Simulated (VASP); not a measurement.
Input of a VASP 6.6.1 run:

The input INCAR:

```
SYSTEM = TeW
ALGO     = Normal         ! electronic algorithm
EDIFF    = 1E-6           ! SCF threshold, eV
EDIFFG   = -0.05          ! ionic threshold
ENCUT    = 600            ! plane-wave cutoff, eV
GGA      = PS             ! functional
IBRION   = 2              ! ionic algorithm
ISIF     = 3              ! what is computed and relaxed
ISMEAR   = 0              ! smearing method
ISPIN    = 2              ! spin polarisation
LASPH    = .TRUE.         ! aspherical terms in the spheres
LCHARG   = .FALSE.        ! write CHGCAR
LMAXMIX  = 4              ! l up to which the mixer works
LORBIT   = 11             ! projections on sites
LREAL    = .FALSE.        ! projectors in reciprocal space
LWAVE    = .FALSE.        ! write WAVECAR
MAGMOM   = 0.75 0         ! initial moments
NELM     = 150            ! most SCF steps
NSW      = 100            ! ionic steps
PREC     = Accurate       ! precision mode
SIGMA    = 0.1            ! smearing width, eV
```

The input KPOINTS:

```
k-points
0
G
  6 6 6
  0 0 0
```

The input POSCAR:

```
TeW
1.0
    0.0000000000      2.9124200074      2.9124200074
    2.9124200074      0.0000000000      2.9124200074
    2.9124200074      2.9124200074      0.0000000000
W Te
1 1
Direct
    0.0000000000      0.0000000000      0.0000000000
    0.2500000000      0.2500000000      0.2500000000
```

Potentials or basis: VASP PAW PBE potentials, release 64 (W_sv, Te).

Launch:

```sh
$ cat potpaw_PBE.64/W_sv/POTCAR potpaw_PBE.64/Te/POTCAR > POTCAR
$ mpirun -np 1 vasp_std > vasp.out
```

Question: Estimate the relaxed cell.

Answer: a = 4.265 Å, b = 4.265 Å, c = 4.265 Å, α = 60.00°, β = 60.00°, γ = 60.00°.

Question: Predict the band gap on the k mesh.

Answer: Zero (filled and empty bands overlap).

Question: Estimate the net moment.

Answer: -0.01 μB per cell.

The path:
```csv
step,energy change (eV),largest force (eV/Å),pressure (GPa),volume (Å³)
1,0.0000,0.0000,14.53,49.41
2,0.4443,0.0000,-13.42,67.22
3,-0.1880,0.0000,-0.37,55.02
4,-0.1882,0.0000,-0.07,54.86
```

Caveat: the PAW data sets were made with another functional, which shifts forces and pressure a little; spin-orbit coupling is left out, which moves the levels of the heavy elements.
